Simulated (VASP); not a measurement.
Runs of VASP 6.6.1 on Sb. The structure is that of space group Fm-3m (No. 225), or close to it. The cells are those of the table. 

```tsv
task	cell	gap on the mesh (eV)	pressure (GPa)
single point	a = 3.276 Å, angles 59.3°, 1 atom	none	5.3
electric field gradients	a = 3.324 Å, angles 60.0°, 1 atom	none	0.7
single point	a = 3.211, b = 3.211, c = 3.260 Å, angles 59.5, 59.5, 61.0°, 1 atom	none	(b)
single point	a = 3.303 Å, angles 60.0°, 1 atom	none	(a)
single point	a = 3.216 Å, angles 60.0°, 1 atom	none	9.2
```

Alike in all rows: level PBEsol; potentials or basis VASP PAW PBE potentials, release 64 (Sb); no spin polarisation; k mesh 12 × 12 × 12; cutoff (eV) 520; smearing fermi-dirac 0.05 eV.

**Question.** Estimate the missing entries.

**Answer.** (a) 2.1; (b) 8.3.

Caveats: the PAW data sets were made with another functional, which shifts forces and pressure a little; spin-orbit coupling is left out, which moves the levels of the heavy elements.

A k mesh can miss the band edges, and the runs leave out spin-orbit coupling on Sb.

A gap of «none» marks levels without a gap at the run's occupations.
